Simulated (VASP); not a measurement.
# PbO (Pmmn) in VASP: single point with LDA

Aim: the single point of PbO with LDA.

All numbers are computed with VASP 6.6.1; they aren't measurements. Logs are shortened: lines on timing, memory, paths and dates and some standing lists are left out, and cuts for length are marked.

## Step 1: The cell of the first run

Symmetry: Pmmn, No. 59, orthorhombic system. Conventional cell: a = 3.815 Å, b = 4.133 Å, c = 5.022 Å, α = 90.00°, β = 90.00°, γ = 90.00°. Pb (site symmetry mm2) has 4 O at 2.24 to 2.38 Å within 3.0 Å. O (site symmetry mm2) has 4 Pb at 2.24 to 2.38 Å and 4 O at 2.81 Å within 3.0 Å.

## Step 2: Single point, LDA (strain -0.0400 x Voigt [1, -1, 0, 0, 0, 0])

INCAR reads:

```
PREC = Accurate
ENCUT = 520
EDIFF = 1E-6
ISMEAR = 0
SIGMA = 0.05
LREAL = F
LASPH = T
NELM = 100
ALGO = Normal
ISIF = 2
LWAVE = F
LCHARG = F
NBANDS = 28
```

KPOINTS reads:

```
regular mesh
0
Gamma
  8 8 6
```

POSCAR reads:

```
PbO
1.0
    3.8154240000      0.0000000000      0.0000000000
    0.0000000000      4.1333760000      0.0000000000
    0.0000000000      0.0000000000      5.0220000000
Pb O
2 2
Direct
    0.0000000000      0.5000000000      0.2351000000
    0.5000000000      0.0000000000      0.7649000000
    0.0000000000      0.0000000000      0.0000000000
    0.5000000000      0.5000000000      0.0000000000
```

Potentials or basis: VASP PAW LDA potentials, release 64 (Pb_d, O).

Started as:

```console
$ cat potpaw_LDA.64/Pb_d/POTCAR potpaw_LDA.64/O/POTCAR > POTCAR
$ mpirun -np 1 vasp_std > vasp.out
```

OUTCAR:

```text
PREC = Accurate
   ENCUT = 520
   EDIFF = 1E-6
   ISMEAR = 0
   LREAL = F
   LASPH = T
   NELM = 100
   ISIF = 2

 ion  position               nearest neighbor table
   1  0.000  0.500  0.235-   4 2.24   4 2.24   3 2.38   3 2.38   2 3.67   2 3.67   2 3.67   2 3.67
                             2 3.87   2 3.87   2 3.87   2 3.87
   2  0.500  0.000  0.765-   3 2.24   3 2.24   4 2.38   4 2.38   1 3.67   1 3.67   1 3.67   1 3.67
                             1 3.87   1 3.87   1 3.87   1 3.87
   3  0.000  0.000  0.000-   2 2.24   2 2.24   1 2.38   1 2.38
   4  0.500  0.500  0.000-   1 2.24   1 2.24   2 2.38   2 2.38

  LATTYP: Found a simple orthorhombic cell.
 ALAT       =     3.8154240000
 B/A-ratio  =     1.0833333333
 C/A-ratio  =     1.3162364130

  Lattice vectors:

 A1 = (   3.8154240000,   0.0000000000,   0.0000000000)
 A2 = (   0.0000000000,   4.1333760000,   0.0000000000)
 A3 = (   0.0000000000,   0.0000000000,   5.0220000000)

Analysis of symmetry for initial positions (statically):
=====================================================================
 Subroutine PRICEL returns:
 Original cell was already a primitive cell.

 Routine SETGRP: Setting up the symmetry group for a
 simple orthorhombic supercell.

 Subroutine GETGRP returns: Found  8 space group operations
 (whereof  4 operations were pure point group operations)
 out of a pool of  8 trial point group operations.

The static configuration has the point symmetry C_2v.
 The point group associated with its full space group is D_2h.

Analysis of symmetry for dynamics (positions and initial velocities):
=====================================================================
 Subroutine PRICEL returns:
 Original cell was already a primitive cell.

 Routine SETGRP: Setting up the symmetry group for a
 simple orthorhombic supercell.

 Subroutine GETGRP returns: Found  8 space group operations
 (whereof  4 operations were pure point group operations)
 out of a pool of  8 trial point group operations.

The dynamic configuration has the point symmetry C_2v.
 The point group associated with its full space group is D_2h.

 Subroutine INISYM returns: Found  8 space group operations
 (whereof  4 operations are pure point group operations),
 and found     1 'primitive' translations

----------------------------------------------------------------------------------------

                                     Primitive cell

  volume of cell :      79.1999

  direct lattice vectors                    reciprocal lattice vectors
     3.815424000  0.000000000  0.000000000     0.262094069  0.000000000  0.000000000
     0.000000000  4.133376000  0.000000000     0.000000000  0.241932986  0.000000000
     0.000000000  0.000000000  5.022000000     0.000000000  0.000000000  0.199123855

  length of vectors
     3.815424000  4.133376000  5.022000000     0.262094069  0.241932986  0.199123855

  position of ions in fractional coordinates (direct lattice)
     0.000000000  0.500000000  0.235100000
     0.500000000  0.000000000  0.764900000
     0.000000000  0.000000000  0.000000000
     0.500000000  0.500000000  0.000000000

  ion indices of the primitive-cell ions
   primitive index   ion index
                 1           1
                 2           2
                 3           3
                 4           4

----------------------------------------------------------------------------------------

 KPOINTS: regular mesh

Automatic generation of k-mesh.
 Grid dimensions read from file:
 generate k-points for:    8    8    6

 Generating k-lattice:

  Cartesian coordinates                     Fractional coordinates (reciprocal lattice)
     0.032761759  0.000000000  0.000000000     0.125000000  0.000000000  0.000000000
     0.000000000  0.030241623  0.000000000     0.000000000  0.125000000  0.000000000
     0.000000000  0.000000000  0.033187309     0.000000000  0.000000000  0.166666667

  Length of vectors
     0.032761759  0.030241623  0.033187309

  Shift w.r.t. Gamma in fractional coordinates (k-lattice)
     0.000000000  0.000000000  0.000000000

 Subroutine IBZKPT returns following result:
 ===========================================

 Found    100 irreducible k-points:

 Following reciprocal coordinates:
            Coordinates               Weight
  0.000000  0.000000  0.000000      1.000000
  0.125000  0.000000  0.000000      2.000000
  0.250000  0.000000  0.000000      2.000000
  0.375000  0.000000  0.000000      2.000000
  0.500000  0.000000  0.000000      1.000000
  0.000000  0.125000  0.000000      2.000000
[... 16 lines left out ...]
  0.250000  0.500000  0.000000      2.000000
  0.375000  0.500000  0.000000      2.000000
 [... further k-points ...]
   k-points           NKPTS =    100   k-points in BZ     NKDIM =    100   number of bands    NBANDS=     28
   number of dos      NEDOS =    301   number of ions     NIONS =      4
   total plane-waves  NPLWV =  35840
   dimension x,y,z NGX =    28 NGY =   32 NGZ =   40
   dimension x,y,z NGXF=    56 NGYF=   64 NGZF=   80
   ions per type =               2   2
   NGX,Y,Z   is equivalent  to a cutoff of  12.20, 12.87, 13.24 a.u.
   NGXF,Y,Z  is equivalent  to a cutoff of  24.40, 25.74, 26.48 a.u.
 SYSTEM =  unknown system
   PREC   = accura    normal or accurate (medium, high low for compatibility)
   ISTART =      0    job   : 0-new  1-cont  2-samecut
   ICHARG =      2    charge: 1-file 2-atom 10-const
   ISPIN  =      1    spin polarized calculation?
   LNONCOLLINEAR =      F non collinear calculations
   LSORBIT =      F    spin-orbit coupling
   LASPH  =      T    aspherical Exc in radial PAW
   ENCUT  =  520.0 eV  38.22 Ry    6.18 a.u.   7.09  7.69  9.34*2*pi/ulx,y,z
   NELM   =    100;   NELMIN=  2; NELMDL= -5     # of ELM steps
   EDIFF  = 0.1E-05   stopping-criterion for ELM
   LREAL  =      F    real-space projection
   EDIFFG = 0.1E-04   stopping-criterion for IOM
   NSW    =      0    number of steps for IOM
   IBRION =     -1    ionic relax: 0-MD 1-quasi-New 2-CG
   NFREE  =      0    steps in history (QN), initial steepest desc. (CG)
   ISIF   =      2    stress and relaxation
   ISYM   =      2    0-nonsym 1-usesym 2-fastsym
   POTIM  = 0.5000    time-step for ionic-motion
   TEBEG  =    0.0;   TEEND  =   0.0 temperature during run
   PSTRESS=    0.0 pullay stress
   NELECT =      40.0000    total number of electrons
   NUPDOWN=      -1.0000    fix difference up-down
   EMIN   =  10.00;   EMAX   =-10.00  energy-range for DOS
   EFERMI =   0.00;   METHOD = LEGACY
   ISMEAR =     0;   SIGMA  =   0.05  broadening in eV -4-tet -1-fermi 0-gaus
   EFERMI_NEDOS =   21; number of points for ismear=-14 and -15
   IALGO  =     38    algorithm
   IMIX   =      4    mixing-type and parameters
     AMIX     =   0.40;   BMIX     =  1.00
     AMIX_MAG =   1.60;   BMIX_MAG =  1.00
  volume/ion in A,a.u.               =      19.80       133.62
  Fermi-wavevector in a.u.,A,eV,Ry     =   1.303727  2.463687 23.125881  1.699704
  Thomas-Fermi vector in A             =   2.434710
   LORBIT       =      0    0 simple, 1 ext, 2 COOP (PROOUT), +10 PAW based schemes
   GGA     = CA    functional components
   LHFCALC =     F    Hartree Fock is set to
   AEXX    =    0.0000 exact exchange contribution
   IVDW    =     0    specifies the selected vdW correction
   LEPSILON=     F    determine dielectric tensor
   LRPA    =     F    only Hartree local field effects (RPA)
 non-spin polarized calculation
 Gauss-broadening in eV      SIGMA  =   0.05
  energy-cutoff  :      520.00
  volume of cell :       79.20
 maximum number of plane-waves:      2176
   NGX = 15   NGY = 15   NGZ = 19

 number of electron      39.9999996 magnetization

 Free energy of the ion-electron system (eV)
  ---------------------------------------------------
  ext. energy  EPLUGINS =         0.00000000
  ---------------------------------------------------
  free energy    TOTEN  =       -24.33791079 eV

  energy without entropy =      -24.33791079  energy(sigma->0) =      -24.33791079

 E-fermi :   5.1535     XC(G=0): -10.3054

 val. band max:        4.9079237101   @ k =   0.1250   0.0000   0.0000
 cond. band min:       6.0640184537   @ k =   0.5000   0.5000   0.0000
 fundamental gap:      1.1560947437
 Fermi energy:         5.1534520146

 k-point     1 :       0.0000    0.0000    0.0000
  band No.  band energies     occupation
      1     -13.4200      2.00000
      2     -12.8928      2.00000
      3     -11.1037      2.00000
      4     -11.0983      2.00000
      5     -11.0267      2.00000
      6     -11.0018      2.00000
[... 20 lines left out ...]
     27      12.1157      0.00000
     28      13.2394      0.00000

 k-point     2 :       0.1250    0.0000    0.0000
  band No.  band energies     occupation
      1     -13.3834      2.00000
      2     -12.9017      2.00000
      3     -11.0941      2.00000
      4     -11.0897      2.00000
      5     -11.0125      2.00000
      6     -11.0087      2.00000
[... 20 lines left out ...]
     27      12.1968      0.00000
     28      14.6133      0.00000

 k-point     3 :       0.2500    0.0000    0.0000
  band No.  band energies     occupation
      1     -13.2917      2.00000
      2     -12.9342      2.00000
      3     -11.0662      2.00000
      4     -11.0647      2.00000
      5     -10.9862      2.00000
      6     -10.9700      2.00000
[... 20 lines left out ...]
     27      12.4436      0.00000
     28      16.4779      0.00000

 k-point     4 :       0.3750    0.0000    0.0000
  band No.  band energies     occupation
      1     -13.1821      2.00000
      2     -12.9953      2.00000
      3     -11.0341      2.00000
      4     -11.0248      2.00000
      5     -10.9735      2.00000
      6     -10.9696      2.00000
[... 578 lines left out ...]
     27      14.3741      0.00000
     28      14.3741      0.00000

 k-point    23 :       0.2500    0.5000    0.0000
  band No.  band energies     occupation
      1     -13.0631      2.00000
      2     -13.0631      2.00000
      3     -10.9919      2.00000
      4     -10.9919      2.00000
      5     -10.9717      2.00000
      6     -10.9717      2.00000
[... 20 lines left out ...]
     27      13.6509      0.00000
     28      13.6509      0.00000

 k-point    24 :       0.3750    0.5000    0.0000
  band No.  band energies     occupation
      1     -13.0550      2.00000
      2     -13.0550      2.00000
      3     -10.9911      2.00000
      4     -10.9911      2.00000
      5     -10.9309      2.00000
      6     -10.9309      2.00000
[... 20 lines left out ...]
     27      13.1996      0.00000
     28      13.1996      0.00000

 [... further k-points ...]
[... 5 lines left out ...]
  --------------------------------------------------------------------------------------
  -------------------------------------------------------------------------------------
  Total        0.8770045     -1.9913462     -0.2972361      0.0000000      0.0000000      0.0000000
  in kB       17.7414030    -40.2840313     -6.0129513      0.0000000      0.0000000      0.0000000
  external PRESSURE =      -9.5185265 kB  Pullay stress =       0.0000000 kB

 VOLUME and BASIS-vectors are now :
 -----------------------------------------------------------------------------
  energy-cutoff  :      520.00
  volume of cell :       79.20
      direct lattice vectors                 reciprocal lattice vectors
     3.815424000  0.000000000  0.000000000     0.262094069  0.000000000  0.000000000
     0.000000000  4.133376000  0.000000000     0.000000000  0.241932986  0.000000000
     0.000000000  0.000000000  5.022000000     0.000000000  0.000000000  0.199123855

 POSITION                                       TOTAL-FORCE (eV/Angst)
 -----------------------------------------------------------------------------------
      0.00000      2.06669      1.18067         0.000000      0.000000      0.050223
      1.90771      0.00000      3.84133         0.000000      0.000000     -0.050223
      0.00000      0.00000      0.00000         0.000000      0.000000      0.610411
      1.90771      2.06669      0.00000         0.000000      0.000000     -0.610411
 -----------------------------------------------------------------------------------
    total drift:                                0.000000      0.000000      0.000000

  FREE ENERGIE OF THE ION-ELECTRON SYSTEM (eV)
  ---------------------------------------------------
  free  energy   TOTEN  =       -24.3379107945 eV

  energy  without entropy=      -24.3379107945  energy(sigma->0) =      -24.33791079
```

It took 3.8 min on 1 thread of Intel Xeon 8259CL, shared host; peak memory 0.29 GiB.

Results:

```yaml
Free_energy: -24.3379 eV
Pressure: -1.0 GPa
Largest_force: 0.610 eV/Å
Band_gap_on_the_k_mesh: 1.16 eV, indirect (least direct gap 2.27 eV)
```

Forces in eV/Å, atoms in the order of the input:
```
Pb   0.000  0.000  0.050
Pb   0.000  0.000 -0.050
O    0.000  0.000  0.610
O    0.000  0.000 -0.610
```

Levels at points of the mesh, in eV from the valence-band top:
| k point | band 18 | band 19 | band 20 | band 21 | band 22 | band 23 |
| --- | --- | --- | --- | --- | --- | --- |
| (0.00, 0.00, 0.00) | -1.81 | -1.60 | -0.06 | 2.30 | 5.02 | 5.24 |
| (0.50, 0.00, 0.00) | -3.14 | -1.71 | -1.71 | 3.37 | 3.37 | 6.13 |
| (0.00, 0.50, 0.00) | -3.13 | -1.72 | -1.72 | 3.23 | 3.23 | 6.19 |
| (0.50, 0.50, 0.00) | -1.69 | -1.16 | -1.16 | 1.16 | 1.16 | 5.20 |
| (0.00, 0.00, 0.50) | -1.79 | -1.62 | -1.00 | 1.82 | 3.23 | 4.15 |
| (0.50, 0.00, 0.50) | -3.10 | -1.15 | -1.15 | 3.20 | 3.20 | 5.79 |
| (0.00, 0.50, 0.50) | -3.10 | -0.94 | -0.94 | 2.78 | 2.78 | 6.80 |
| (0.50, 0.50, 0.50) | -2.27 | -1.17 | -1.17 | 3.40 | 3.40 | 4.59 |

Caveat: the cell differs from its parent crystal (strain -0.0400 x Voigt [1, -1, 0, 0, 0, 0]); spin-orbit coupling is left out, which moves the levels of the heavy elements. A k mesh can miss the band edges.
